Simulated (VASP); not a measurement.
# Pd (Fm-3m) in VASP: further runs

Runs on Pd. Level: LDA. Tasks: single point.

Everything below comes from runs of VASP 6.6.1. Logs are shortened: lines on timing, memory, paths and dates and some standing lists are left out, and cuts for length are marked.

## Step 1: The cell of the first run

The structure is cubic, space group Fm-3m (No. 225). The conventional cell has a = 3.818 Å, b = 3.818 Å, c = 3.818 Å, α = 90.00°, β = 90.00°, γ = 90.00°. Pd (site symmetry m-3m) has 12 Pd at 2.70 Å within 3.6 Å.

## Step 2: Single point, LDA (13.91 Å³/atom)

The input, INCAR:

```
ALGO     = Normal         # electronic algorithm
EDIFF    = 1E-6           # SCF threshold, eV
ENCUT    = 500            # plane-wave cutoff, eV
GGA      = CA             # functional
GGA_COMPAT= F            
ISIF     = 2              # what is computed and relaxed
ISMEAR   = 0              # smearing method
LASPH    = T              # aspherical terms in the spheres
LCHARG   = F              # write CHGCAR
LREAL    = F              # projectors in reciprocal space
LWAVE    = F              # write WAVECAR
NBANDS   = 11             # bands
NELM     = 120            # most SCF steps
PREC     = Accurate       # precision mode
SIGMA    = 0.05           # smearing width, eV
```

The input, KPOINTS:

```
k-points
0
Gamma
  18 18 18
```

The input, POSCAR:

```
Pd
1.0
    0.0000000000      1.9089972365      1.9089972365
    1.9089972365      0.0000000000      1.9089972365
    1.9089972365      1.9089972365      0.0000000000
Pd
1
Direct
    0.0000000000      0.0000000000      0.0000000000
```

Potentials or basis: VASP PAW LDA potentials, release 64 (Pd).

Launch:

```
cat potpaw_LDA.64/Pd/POTCAR > POTCAR
mpirun -np 1 vasp_std > vasp.out
```

OUTCAR:

```text
EDIFF = 1E-6
   ENCUT = 500
   GGA = CA
   ISIF = 2
   ISMEAR = 0
   LASPH = T
   LREAL = F
   NELM = 120
   PREC = Accurate

 ion  position               nearest neighbor table
   1  0.000  0.000  0.000-

  LATTYP: Found a face centered cubic cell.
 ALAT       =     3.8179944730

  Lattice vectors:

 A1 = (   0.0000000000,   1.9089972365,   1.9089972365)
 A2 = (   1.9089972365,   0.0000000000,   1.9089972365)
 A3 = (   1.9089972365,   1.9089972365,   0.0000000000)

Analysis of symmetry for initial positions (statically):
=====================================================================
 Subroutine PRICEL returns:
 Original cell was already a primitive cell.

 Routine SETGRP: Setting up the symmetry group for a
 face centered cubic supercell.

 Subroutine GETGRP returns: Found 48 space group operations
 (whereof 48 operations were pure point group operations)
 out of a pool of 48 trial point group operations.

The static configuration has the point symmetry O_h .

Analysis of symmetry for dynamics (positions and initial velocities):
=====================================================================
 Subroutine PRICEL returns:
 Original cell was already a primitive cell.

 Routine SETGRP: Setting up the symmetry group for a
 face centered cubic supercell.

 Subroutine GETGRP returns: Found 48 space group operations
 (whereof 48 operations were pure point group operations)
 out of a pool of 48 trial point group operations.

The dynamic configuration has the point symmetry O_h .

 Subroutine INISYM returns: Found 48 space group operations
 (whereof 48 operations are pure point group operations),
 and found     1 'primitive' translations

----------------------------------------------------------------------------------------

                                     Primitive cell

  volume of cell :      13.9138

  direct lattice vectors                    reciprocal lattice vectors
     0.000000000  1.908997237  1.908997237    -0.261917613  0.261917613  0.261917613
     1.908997237  0.000000000  1.908997237     0.261917613 -0.261917613  0.261917613
     1.908997237  1.908997237  0.000000000     0.261917613  0.261917613 -0.261917613

  length of vectors
     2.699729782  2.699729782  2.699729782     0.453654614  0.453654614  0.453654614

  position of ions in fractional coordinates (direct lattice)
     0.000000000  0.000000000  0.000000000

  ion indices of the primitive-cell ions
   primitive index   ion index
                 1           1

----------------------------------------------------------------------------------------

 KPOINTS: k-points

Automatic generation of k-mesh.
 Grid dimensions read from file:
 generate k-points for:   18   18   18

 Generating k-lattice:

  Cartesian coordinates                     Fractional coordinates (reciprocal lattice)
    -0.014550979  0.014550979  0.014550979     0.055555556  0.000000000  0.000000000
     0.014550979 -0.014550979  0.014550979     0.000000000  0.055555556  0.000000000
     0.014550979  0.014550979 -0.014550979     0.000000000  0.000000000  0.055555556

  Length of vectors
     0.025203034  0.025203034  0.025203034

  Shift w.r.t. Gamma in fractional coordinates (k-lattice)
     0.000000000  0.000000000  0.000000000

 Subroutine IBZKPT returns following result:
 ===========================================

 Found    195 irreducible k-points:

 Following reciprocal coordinates:
            Coordinates               Weight
  0.000000  0.000000  0.000000      1.000000
  0.055556  0.000000  0.000000      8.000000
  0.111111  0.000000  0.000000      8.000000
  0.166667  0.000000  0.000000      8.000000
  0.222222  0.000000  0.000000      8.000000
  0.277778  0.000000  0.000000      8.000000
[... 16 lines left out ...]
 -0.277778  0.055556  0.000000     24.000000
 -0.222222  0.055556  0.000000     24.000000
 [... further k-points ...]
   k-points           NKPTS =    195   k-points in BZ     NKDIM =    195   number of bands    NBANDS=     11
   number of dos      NEDOS =    301   number of ions     NIONS =      1
   total plane-waves  NPLWV =   8000
   dimension x,y,z NGX =    20 NGY =   20 NGZ =   20
   dimension x,y,z NGXF=    40 NGYF=   40 NGZF=   40
   ions per type =               1
   NGX,Y,Z   is equivalent  to a cutoff of  12.32, 12.32, 12.32 a.u.
   NGXF,Y,Z  is equivalent  to a cutoff of  24.63, 24.63, 24.63 a.u.
 SYSTEM =  unknown system
   PREC   = accura    normal or accurate (medium, high low for compatibility)
   ISTART =      0    job   : 0-new  1-cont  2-samecut
   ICHARG =      2    charge: 1-file 2-atom 10-const
   ISPIN  =      1    spin polarized calculation?
   LNONCOLLINEAR =      F non collinear calculations
   LSORBIT =      F    spin-orbit coupling
   LASPH  =      T    aspherical Exc in radial PAW
   ENCUT  =  500.0 eV  36.75 Ry    6.06 a.u.   4.92  4.92  4.92*2*pi/ulx,y,z
   NELM   =    120;   NELMIN=  2; NELMDL= -5     # of ELM steps
   EDIFF  = 0.1E-05   stopping-criterion for ELM
   LREAL  =      F    real-space projection
   EDIFFG = 0.1E-04   stopping-criterion for IOM
   NSW    =      0    number of steps for IOM
   IBRION =     -1    ionic relax: 0-MD 1-quasi-New 2-CG
   NFREE  =      0    steps in history (QN), initial steepest desc. (CG)
   ISIF   =      2    stress and relaxation
   ISYM   =      2    0-nonsym 1-usesym 2-fastsym
   POTIM  = 0.5000    time-step for ionic-motion
   TEBEG  =    0.0;   TEEND  =   0.0 temperature during run
   PSTRESS=    0.0 pullay stress
   NELECT =      10.0000    total number of electrons
   NUPDOWN=      -1.0000    fix difference up-down
   EMIN   =  10.00;   EMAX   =-10.00  energy-range for DOS
   EFERMI =   0.00;   METHOD = LEGACY
   ISMEAR =     0;   SIGMA  =   0.05  broadening in eV -4-tet -1-fermi 0-gaus
   EFERMI_NEDOS =   21; number of points for ismear=-14 and -15
   IALGO  =     38    algorithm
   IMIX   =      4    mixing-type and parameters
     AMIX     =   0.40;   BMIX     =  1.00
     AMIX_MAG =   1.60;   BMIX_MAG =  1.00
  volume/ion in A,a.u.               =      13.91        93.89
  Fermi-wavevector in a.u.,A,eV,Ry     =   1.466424  2.771139 29.257956  2.150399
  Thomas-Fermi vector in A             =   2.582163
   LORBIT       =      0    0 simple, 1 ext, 2 COOP (PROOUT), +10 PAW based schemes
   GGA     = CA    functional components
   LHFCALC =     F    Hartree Fock is set to
   AEXX    =    0.0000 exact exchange contribution
   IVDW    =     0    specifies the selected vdW correction
   LEPSILON=     F    determine dielectric tensor
   LRPA    =     F    only Hartree local field effects (RPA)
 non-spin polarized calculation
 Gauss-broadening in eV      SIGMA  =   0.05
  energy-cutoff  :      500.00
  volume of cell :       13.91
 maximum number of plane-waves:       366
   NGX =  9   NGY =  9   NGZ =  9

 number of electron      10.0000004 magnetization

 Free energy of the ion-electron system (eV)
  ---------------------------------------------------
  ext. energy  EPLUGINS =         0.00000000
  ---------------------------------------------------
  free energy    TOTEN  =        -6.49597115 eV

  energy without entropy =       -6.49292233  energy(sigma->0) =       -6.49444674

 E-fermi :  10.6286     XC(G=0): -13.8767

 val. band max:       10.6250073796   @ k =   0.5000   0.4444   0.0000
 cond. band min:      10.6320472491   @ k =  -0.4444   0.3889   0.1111
 fundamental gap:      0.0070398695
 Fermi energy:        10.6286073976

 k-point     1 :       0.0000    0.0000    0.0000
  band No.  band energies     occupation
      1       2.9259      2.00000
      2       7.4755      2.00000
      3       7.4755      2.00000
      4       7.4755      2.00000
      5       9.2863      2.00000
      6       9.2863      2.00000
      7      27.7603      0.00000
      8      32.8200      0.00000
      9      32.8200      0.00000
     10      32.8200      0.00000
     11      36.1803      0.00000

 k-point     2 :       0.0556    0.0000    0.0000
  band No.  band energies     occupation
      1       3.0445      2.00000
      2       7.4301      2.00000
      3       7.5187      2.00000
      4       7.5187      2.00000
      5       9.2644      2.00000
      6       9.2644      2.00000
      7      27.9035      0.00000
      8      32.0751      0.00000
      9      32.9701      0.00000
     10      32.9701      0.00000
     11      36.1983      0.00000

 k-point     3 :       0.1111    0.0000    0.0000
  band No.  band energies     occupation
      1       3.3864      2.00000
      2       7.3172      2.00000
      3       7.6317      2.00000
      4       7.6317      2.00000
      5       9.2179      2.00000
      6       9.2179      2.00000
      7      28.2537      0.00000
      8      30.5367      0.00000
      9      33.4000      0.00000
     10      33.4000      0.00000
     11      36.2109      0.00000

 k-point     4 :       0.1667    0.0000    0.0000
  band No.  band energies     occupation
      1       3.8991      2.00000
      2       7.2116      2.00000
      3       7.7590      2.00000
      4       7.7590      2.00000
      5       9.2081      2.00000
      6       9.2081      2.00000
      7      28.2135      0.00000
      8      29.1987      0.00000
      9      34.0414      0.00000
     10      34.0414      0.00000
     11      36.2081      0.00000
[... 239 lines left out ...]
 k-point    22 :      -0.3333    0.0556    0.0000
  band No.  band energies     occupation
      1       5.0053      2.00000
      2       7.5733      2.00000
      3       7.6654      2.00000
      4       8.6785      2.00000
      5       9.8534      2.00000
      6      10.6333      0.89481
      7      21.9046      0.00000
      8      28.0325      0.00000
      9      32.2740      0.00000
     10      34.3681      0.00000
     11      36.1960      0.00000

 k-point    23 :      -0.2778    0.0556    0.0000
  band No.  band energies     occupation
      1       4.9792      2.00000
      2       7.6352      2.00000
      3       7.7885      2.00000
      4       7.8691      2.00000
      5       9.4570      2.00000
      6      10.1247      2.00000
      7      23.9505      0.00000
      8      28.5915      0.00000
      9      32.9798      0.00000
     10      35.9528      0.00000
     11      36.0795      0.00000

 k-point    24 :      -0.2222    0.0556    0.0000
  band No.  band energies     occupation
      1       4.7061      2.00000
      2       7.2238      2.00000
      3       7.8359      2.00000
      4       7.8741      2.00000
      5       9.1393      2.00000
      6       9.7245      2.00000
      7      25.9804      0.00000
      8      29.0228      0.00000
      9      33.4199      0.00000
     10      35.6279      0.00000
     11      36.1689      0.00000

 [... further k-points ...]

------------------------ aborting loop because EDIFF is reached ----------------------------------------

  FORCE on cell =-STRESS in cart. coord.  units (eV):
  Direction    XX          YY          ZZ          XY          YZ          ZX
  --------------------------------------------------------------------------------------
  -------------------------------------------------------------------------------------
  Total        0.3626257      0.3626257      0.3626257     -0.0000000     -0.0000000     -0.0000000
  in kB       41.7564244     41.7564244     41.7564244     -0.0000000     -0.0000000     -0.0000000
  external PRESSURE =      41.7564244 kB  Pullay stress =       0.0000000 kB

 VOLUME and BASIS-vectors are now :
 -----------------------------------------------------------------------------
  energy-cutoff  :      500.00
  volume of cell :       13.91
      direct lattice vectors                 reciprocal lattice vectors
     0.000000000  1.908997237  1.908997237    -0.261917613  0.261917613  0.261917613
     1.908997237  0.000000000  1.908997237     0.261917613 -0.261917613  0.261917613
     1.908997237  1.908997237  0.000000000     0.261917613  0.261917613 -0.261917613

 POSITION                                       TOTAL-FORCE (eV/Angst)
 -----------------------------------------------------------------------------------
      0.00000      0.00000      0.00000         0.000000      0.000000      0.000000
 -----------------------------------------------------------------------------------
    total drift:                                0.000000      0.000000      0.000000

  FREE ENERGIE OF THE ION-ELECTRON SYSTEM (eV)
  ---------------------------------------------------
  free  energy   TOTEN  =        -6.4959711511 eV

  energy  without entropy=       -6.4929223265  energy(sigma->0) =       -6.49444674
```

Wall time 20 s (1 thread of Intel Xeon Platinum 8259CL at 2.50GHz (Skylake/Cascade Lake), shared host); peak memory 0.14 GiB.

Results:

* Free energy: -6.4960 eV
* Pressure: 4.2 GPa
* Band gap on the k mesh: zero (bands 5 and 6 overlap by 1.76 eV)

Caveat: the cell stands under pressure.

## Step 3: Single point, LDA

This run uses another cell than the first one, of 14.72 Å³/atom.

The input, INCAR:

```
PREC = Accurate
ENCUT = 500
EDIFF = 1E-6
ISMEAR = 0
SIGMA = 0.05
LREAL = False
LASPH = True
NELM = 120
ALGO = Normal
ISIF = 2
LWAVE = False
LCHARG = True
GGA = CA
LELF = True
LVHAR = True
NBANDS = 11
GGA_COMPAT = False
```

The input, KPOINTS:

```
regular mesh
0
Gamma
  18 18 18
```

The input, POSCAR:

```
Pd
1.0
    0.0000000000      1.9450000000      1.9450000000
    1.9450000000      0.0000000000      1.9450000000
    1.9450000000      1.9450000000      0.0000000000
Pd
1
Direct
    0.0000000000      0.0000000000      0.0000000000
```

Potentials or basis: VASP PAW LDA potentials, release 64 (Pd).

Launch:

```
cat potpaw_LDA.64/Pd/POTCAR > POTCAR
mpirun -np 1 vasp_std > vasp.out
```

Wall time 20 s (1 thread of Intel Xeon Platinum 8259CL at 2.50GHz (Skylake/Cascade Lake), shared host); peak memory 0.14 GiB.

Results (log left out):

| Property | Result |
| --- | --- |
| Free energy | -6.4851 eV |
| Pressure | -7.9 GPa |
| Band gap on the k mesh | zero (bands 5 and 6 overlap by 1.59 eV) |

Levels at points of the mesh, in eV from the Fermi level:
```csv
k point,band 2,band 3,band 4,band 5,band 6,band 7,band 8,band 9
"(0.00, 0.00, 0.00)",-2.88,-2.88,-2.88,-1.22,-1.22,17.14,21.87,21.87
"(0.50, 0.00, 0.00)",-2.92,-2.92,-0.01,-0.01,0.94,7.27,16.51,20.94
"(0.50, 0.50, 0.00)",-5.17,-0.03,0.30,0.30,3.25,10.74,13.08,13.08
```

Caveat: the cell stands under tension.
